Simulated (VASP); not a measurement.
# W (Fm-3m) in VASP: notebook

W is run at these levels: r2SCAN; tasks: single point.

All numbers are computed with VASP 6.6.1; they aren't measurements. Logs are shortened: lines on timing, memory, paths and dates and some standing lists are left out, and cuts for length are marked.

## 1. The cell of the first run

It takes space group Fm-3m (No. 225, cubic). The conventional cell has a = 3.938 Å, b = 3.938 Å, c = 3.938 Å, α = 90.00°, β = 90.00°, γ = 90.00°. Within 3.7 Å of W (site symmetry m-3m) lie 12 W at 2.78 Å.

## 2. Single point, r2SCAN (strain -0.030 along x and y, -0.030 along z)

Contents of POSCAR:

```
W
1.0
    0.0000000000      1.9691000000      1.9691000000
    1.9691000000      0.0000000000      1.9691000000
    1.9691000000      1.9691000000      0.0000000000
W
1
Direct
    0.0000000000      0.0000000000      0.0000000000
```

Contents of INCAR.step1:

```
SYSTEM = W
  ALGO = Normal
  EDIFF = 1E-4
  ENCUT = 520
  GGA = PE
  ISMEAR = 0
  LASPH = .TRUE.
  LCHARG = .FALSE.
  LREAL = .FALSE.
  LWAVE = .TRUE.
  NBANDS = 13
  NELM = 80
  PREC = Accurate
  SIGMA = 0.15
```

Contents of INCAR.step2:

```
SYSTEM = W
  ALGO = Normal
  EDIFF = 1E-7
  ENCUT = 520
  ISIF = 2
  ISMEAR = 0
  ISTART = 1
  LASPH = .TRUE.
  LCHARG = .FALSE.
  LMIXTAU = .TRUE.
  LREAL = .FALSE.
  LWAVE = .FALSE.
  METAGGA = R2SCAN
  NBANDS = 13
  NELM = 80
  PREC = Accurate
  SIGMA = 0.15
```

Contents of KPOINTS:

```
k-points
0
G
  20 20 20
  0 0 0
```

Potentials or basis: VASP PAW PBE potentials, release 64 (W_sv).

On the command line:

```sh
$ cat potpaw_PBE.64/W_sv/POTCAR > POTCAR
$ cp INCAR.step1 INCAR
$ mpirun -np 1 vasp_std > vasp.out
$ cp INCAR.step2 INCAR
$ mpirun -np 1 vasp_std > vasp.out
```

OUTCAR:

```text
SYSTEM = W
   EDIFF = 1E-7
   ENCUT = 520
   ISIF = 2
   ISMEAR = 0
   ISTART = 1
   LASPH = .TRUE.
   LREAL = .FALSE.
   METAGGA = R2SCAN
   NELM = 80
   PREC = Accurate

 ion  position               nearest neighbor table
   1  0.000  0.000  0.000-

  LATTYP: Found a face centered cubic cell.
 ALAT       =     3.9382000000

  Lattice vectors:

 A1 = (   0.0000000000,   1.9691000000,   1.9691000000)
 A2 = (   1.9691000000,   0.0000000000,   1.9691000000)
 A3 = (   1.9691000000,   1.9691000000,   0.0000000000)

Analysis of symmetry for initial positions (statically):
=====================================================================
 Subroutine PRICEL returns:
 Original cell was already a primitive cell.

 Routine SETGRP: Setting up the symmetry group for a
 face centered cubic supercell.

 Subroutine GETGRP returns: Found 48 space group operations
 (whereof 48 operations were pure point group operations)
 out of a pool of 48 trial point group operations.

The static configuration has the point symmetry O_h .

Analysis of symmetry for dynamics (positions and initial velocities):
=====================================================================
 Subroutine PRICEL returns:
 Original cell was already a primitive cell.

 Routine SETGRP: Setting up the symmetry group for a
 face centered cubic supercell.

 Subroutine GETGRP returns: Found 48 space group operations
 (whereof 48 operations were pure point group operations)
 out of a pool of 48 trial point group operations.

The dynamic configuration has the point symmetry O_h .

 Subroutine INISYM returns: Found 48 space group operations
 (whereof 48 operations are pure point group operations),
 and found     1 'primitive' translations

----------------------------------------------------------------------------------------

                                     Primitive cell

  volume of cell :      15.2698

  direct lattice vectors                    reciprocal lattice vectors
     0.000000000  1.969100000  1.969100000    -0.253923112  0.253923112  0.253923112
     1.969100000  0.000000000  1.969100000     0.253923112 -0.253923112  0.253923112
     1.969100000  1.969100000  0.000000000     0.253923112  0.253923112 -0.253923112

  length of vectors
     2.784727926  2.784727926  2.784727926     0.439807731  0.439807731  0.439807731

  position of ions in fractional coordinates (direct lattice)
     0.000000000  0.000000000  0.000000000

  ion indices of the primitive-cell ions
   primitive index   ion index
                 1           1
[... 75 lines left out ...]
   NSW    =      0    number of steps for IOM
   IBRION =     -1    ionic relax: 0-MD 1-quasi-New 2-CG
   NFREE  =      0    steps in history (QN), initial steepest desc. (CG)
   ISIF   =      2    stress and relaxation
   ISYM   =      2    0-nonsym 1-usesym 2-fastsym
   POTIM  = 0.5000    time-step for ionic-motion
   TEBEG  =    0.0;   TEEND  =   0.0 temperature during run
   PSTRESS=    0.0 pullay stress
   NELECT =      14.0000    total number of electrons
   NUPDOWN=      -1.0000    fix difference up-down
   EMIN   =  10.00;   EMAX   =-10.00  energy-range for DOS
   EFERMI =   0.00;   METHOD = LEGACY
   ISMEAR =     0;   SIGMA  =   0.15  broadening in eV -4-tet -1-fermi 0-gaus
   EFERMI_NEDOS =   21; number of points for ismear=-14 and -15
   IALGO  =     38    algorithm
   IMIX   =      4    mixing-type and parameters
     AMIX     =   0.40;   BMIX     =  1.00
     AMIX_MAG =   1.60;   BMIX_MAG =  1.00
  volume/ion in A,a.u.               =      15.27       103.05
  Fermi-wavevector in a.u.,A,eV,Ry     =   1.590400  3.005420 34.414204  2.529373
  Thomas-Fermi vector in A             =   2.689101
   LORBIT       =      0    0 simple, 1 ext, 2 COOP (PROOUT), +10 PAW based schemes
   METAGGA = R2SCAN    functional components
   LHFCALC =     F    Hartree Fock is set to
   AEXX    =    0.0000 exact exchange contribution
   IVDW    =     0    specifies the selected vdW correction
   LEPSILON=     F    determine dielectric tensor
   LRPA    =     F    only Hartree local field effects (RPA)
 non-spin polarized calculation
 Gauss-broadening in eV      SIGMA  =   0.15
  energy-cutoff  :      520.00
  volume of cell :       15.27
 maximum number of plane-waves:       424
 NGX is ok and might be reduce to    24
   NGX = 11   NGY = 11   NGZ = 11

 number of electron      13.9999999 magnetization

 Free energy of the ion-electron system (eV)
  ---------------------------------------------------
  ext. energy  EPLUGINS =         0.00000000
  ---------------------------------------------------
  free energy    TOTEN  =       -50.73758187 eV

  energy without entropy =      -50.72422026  energy(sigma->0) =      -50.73090107

 E-fermi :  11.3513     XC(G=0): -15.1926

 val. band max:       11.3406643839   @ k =   0.2500   0.1500   0.0500
 cond. band min:      11.3600479140   @ k =   0.2500   0.2000   0.0000
 fundamental gap:      0.0193835302
 Fermi energy:        11.3513414947

 k-point     1 :       0.0000    0.0000    0.0000
  band No.  band energies     occupation
      1     -64.1169      2.00000
      2     -26.9405      2.00000
      3     -26.9405      2.00000
      4     -26.9405      2.00000
      5       1.5007      2.00000
      6      10.6685      2.00000
      7      10.6685      2.00000
      8      10.6685      2.00000
      9      14.4017      0.00000
     10      14.4017      0.00000
     11      24.7945      0.00000
     12      30.8477      0.00000
     13      30.8477      0.00000
[... 354 lines left out ...]
  band No.  band energies     occupation
      1     -63.9767      2.00000
      2     -28.2445      2.00000
      3     -27.1538      2.00000
      4     -27.1009      2.00000
      5       5.0483      2.00000
      6      10.3965      2.00000
      7      10.6750      2.00000
      8      10.8275      2.00000
      9      15.5381      0.00000
     10      16.5611      0.00000
     11      23.8984      0.00000
     12      27.5258      0.00000
     13      33.4015      0.00000

 [... further k-points ...]
[... 5 lines left out ...]
  --------------------------------------------------------------------------------------
  -------------------------------------------------------------------------------------
  Total        2.0384739      2.0384739      2.0384739     -0.0000000     -0.0000000      0.0000000
  in kB      213.8860330    213.8860330    213.8860330     -0.0000000     -0.0000000      0.0000000
  external PRESSURE =     213.8860330 kB  Pullay stress =       0.0000000 kB

 VOLUME and BASIS-vectors are now :
 -----------------------------------------------------------------------------
  energy-cutoff  :      520.00
  volume of cell :       15.27
      direct lattice vectors                 reciprocal lattice vectors
     0.000000000  1.969100000  1.969100000    -0.253923112  0.253923112  0.253923112
     1.969100000  0.000000000  1.969100000     0.253923112 -0.253923112  0.253923112
     1.969100000  1.969100000  0.000000000     0.253923112  0.253923112 -0.253923112

 POSITION                                       TOTAL-FORCE (eV/Angst)
 -----------------------------------------------------------------------------------
      0.00000      0.00000      0.00000        -0.000000     -0.000000     -0.000000
 -----------------------------------------------------------------------------------
    total drift:                               -0.000000     -0.000000      0.000000

  FREE ENERGIE OF THE ION-ELECTRON SYSTEM (eV)
  ---------------------------------------------------
  free  energy   TOTEN  =       -50.7375818727 eV

  energy  without entropy=      -50.7242202624  energy(sigma->0) =      -50.73090107
```

OSZICAR.step1:

```text
N       E                     dE             d eps       ncg     rms          rms(c)
DAV:   1     0.845385818085E+02    0.84539E+02   -0.74455E+03  6695   0.123E+03
DAV:   2    -0.113330565063E+02   -0.95872E+02   -0.92228E+02  7326   0.317E+02
DAV:   3    -0.129326318303E+02   -0.15996E+01   -0.15906E+01  7356   0.395E+01
DAV:   4    -0.129389060654E+02   -0.62742E-02   -0.62738E-02  7466   0.273E+00
DAV:   5    -0.129389559064E+02   -0.49841E-04   -0.49840E-04  7516   0.229E-01    0.217E+01
DAV:   6    -0.125085000595E+02    0.43046E+00   -0.34710E-01  7061   0.794E+00    0.914E+00
DAV:   7    -0.123915452290E+02    0.11695E+00   -0.18864E-01  7381   0.555E+00    0.431E-01
DAV:   8    -0.123876443744E+02    0.39009E-02   -0.40721E-03  6796   0.846E-01    0.486E-02
DAV:   9    -0.123876428556E+02    0.15187E-05   -0.54458E-05  5298   0.925E-02
   1 F= -.12387643E+02 E0= -.12380859E+02  d E =-.135687E-01
```

Wall time 2.3 min (1 thread of AMD EPYC 9R45 (Zen 5), shared host); peak memory 0.15 GiB.

Results:

* Free energy: -50.7376 eV
* Pressure: 21.4 GPa
* Band gap on the k mesh: zero (band 7 reaches 14.83 eV, above the bottom of band 8 at 10.67 eV)

Levels at points of the mesh, in eV from the Fermi level:
```csv
k point,band 4,band 5,band 6,band 7,band 8,band 9,band 10,band 11
"(0.00, 0.00, 0.00)",-38.29,-9.85,-0.68,-0.68,-0.68,3.05,3.05,13.44
"(0.50, 0.00, 0.00)",-38.49,-6.31,-0.88,-0.88,0.72,5.80,5.80,11.99
"(0.50, 0.50, 0.00)",-38.85,-6.27,-5.28,3.48,5.85,6.58,6.58,12.99
```

Caveat: the cell differs from its parent crystal (strain -0.030 along x and y, -0.030 along z); the PAW data sets were made with another functional, which shifts forces and pressure a little; spin-orbit coupling is left out, which moves the levels of the heavy elements.

## 3. Single point, r2SCAN (strain -0.015 along x and y, -0.015 along z)

Contents of POSCAR:

```
W
1.0
    0.0000000000      1.9995500000      1.9995500000
    1.9995500000      0.0000000000      1.9995500000
    1.9995500000      1.9995500000      0.0000000000
W
1
Direct
    0.0000000000      0.0000000000      0.0000000000
```

Contents of INCAR.step1:

```
SYSTEM = W
PREC     = Accurate       ! precision mode
ENCUT    = 520            ! plane-wave cutoff, eV
ISMEAR   = 0              ! smearing method
SIGMA    = 0.15           ! smearing width, eV
LREAL    = .False.        ! projectors in reciprocal space
LASPH    = .True.         ! aspherical terms in the spheres
NELM     = 80             ! most SCF steps
NBANDS   = 13             ! bands
GGA      = PE             ! functional
ALGO     = Normal         ! electronic algorithm
EDIFF    = 1E-4           ! SCF threshold, eV
LWAVE    = .True.         ! write WAVECAR
LCHARG   = .False.        ! write CHGCAR
```

Contents of INCAR.step2:

```
SYSTEM = W
PREC     = Accurate       ! precision mode
ENCUT    = 520            ! plane-wave cutoff, eV
EDIFF    = 1E-7           ! SCF threshold, eV
ISMEAR   = 0              ! smearing method
SIGMA    = 0.15           ! smearing width, eV
LREAL    = .False.        ! projectors in reciprocal space
LASPH    = .True.         ! aspherical terms in the spheres
NELM     = 80             ! most SCF steps
ALGO     = Normal         ! electronic algorithm
ISIF     = 2              ! what is computed and relaxed
LWAVE    = .False.        ! write WAVECAR
LCHARG   = .False.        ! write CHGCAR
METAGGA  = R2SCAN         ! meta-GGA
LMIXTAU  = .True.       
NBANDS   = 13             ! bands
ISTART   = 1
```

Contents of KPOINTS:

```
regular mesh
0
Gamma
  20 20 20
  0 0 0
```

Potentials or basis: VASP PAW PBE potentials, release 64 (W_sv).

On the command line:

```sh
$ cat potpaw_PBE.64/W_sv/POTCAR > POTCAR
$ cp INCAR.step1 INCAR
$ mpirun -np 1 vasp_std > vasp.out
$ cp INCAR.step2 INCAR
$ mpirun -np 1 vasp_std > vasp.out
```

Wall time 2.4 min (1 thread of AMD EPYC 9R45 (Zen 5), shared host); peak memory 0.15 GiB.

It converged, with:

| Item | Value |
| --- | --- |
| Free energy | -50.7969 eV |
| Pressure | 5.4 GPa |
| Band gap on the k mesh | zero (band 7 reaches 13.87 eV, above the bottom of band 8 at 10.08 eV) |

Levels at points of the mesh, in eV from the Fermi level:
| k point | band 3 | band 4 | band 5 | band 6 | band 7 | band 8 | band 9 | band 10 | band 11 | band 12 |
| --- | --- | --- | --- | --- | --- | --- | --- | --- | --- | --- |
| (0.00, 0.00, 0.00) | -38.46 | -38.46 | -9.62 | -0.62 | -0.62 | -0.62 | 2.89 | 2.89 | 13.39 | 19.20 |
| (0.50, 0.00, 0.00) | -38.64 | -38.64 | -6.05 | -0.79 | -0.79 | 0.54 | 5.46 | 5.46 | 11.23 | 13.04 |
| (0.50, 0.50, 0.00) | -38.94 | -38.94 | -5.91 | -4.96 | 3.17 | 5.50 | 6.17 | 6.17 | 12.55 | 12.55 |

Caveat: the cell differs from its parent crystal (strain -0.015 along x and y, -0.015 along z); the PAW data sets were made with another functional, which shifts forces and pressure a little; spin-orbit coupling is left out, which moves the levels of the heavy elements.

## 4. Single point, r2SCAN (strain +0.015 along x and y, +0.015 along z)

Contents of POSCAR:

```
W
1.0
    0.0000000000      2.0604500000      2.0604500000
    2.0604500000      0.0000000000      2.0604500000
    2.0604500000      2.0604500000      0.0000000000
W
1
Direct
    0.0000000000      0.0000000000      0.0000000000
```

Contents of INCAR.step1:

```
ALGO = Normal
EDIFF = 1E-4
ENCUT = 520
GGA = PE
ISMEAR = 0
LASPH = T
LCHARG = F
LREAL = F
LWAVE = T
NBANDS = 13
NELM = 60
PREC = Accurate
SIGMA = 0.15
```

Contents of INCAR.step2:

```
ALGO = Normal
EDIFF = 1E-7
ENCUT = 520
ISIF = 2
ISMEAR = 0
ISTART = 1
LASPH = T
LCHARG = F
LMIXTAU = T
LREAL = F
LWAVE = F
METAGGA = R2SCAN
NBANDS = 13
NELM = 60
PREC = Accurate
SIGMA = 0.15
```

Contents of KPOINTS:

```
k-points
0
Gamma
  20 20 20
```

On the command line:

```sh
$ cat potpaw_PBE.64/W_sv/POTCAR > POTCAR
$ cp INCAR.step1 INCAR
$ mpirun -np 1 vasp_std > vasp.out
$ cp INCAR.step2 INCAR
$ mpirun -np 1 vasp_std > vasp.out
```

Run time: 2.4 min. Hardware: 1 thread of AMD EPYC 9R45 (Zen 5), shared host; peak memory 0.16 GiB.

The run converged. Its results:

- Free energy: -50.7264 eV
- Pressure: -18.7 GPa
- Band gap on the k mesh: zero (band 7 reaches 12.15 eV, above the bottom of band 8 at 8.97 eV)

Levels at points of the mesh, in eV from the Fermi level:
```csv
k point,band 5,band 6,band 7,band 8,band 9,band 10
"(0.00, 0.00, 0.00)",-9.15,-0.53,-0.53,-0.53,2.58,2.58
"(0.50, 0.00, 0.00)",-5.56,-0.65,-0.65,0.27,4.81,4.81
"(0.50, 0.50, 0.00)",-5.28,-4.39,2.66,4.86,5.42,5.42
```

Caveat: the cell differs from its parent crystal (strain +0.015 along x and y, +0.015 along z); the PAW data sets were made with another functional, which shifts forces and pressure a little; spin-orbit coupling is left out, which moves the levels of the heavy elements.

[end of part 1 of 2]
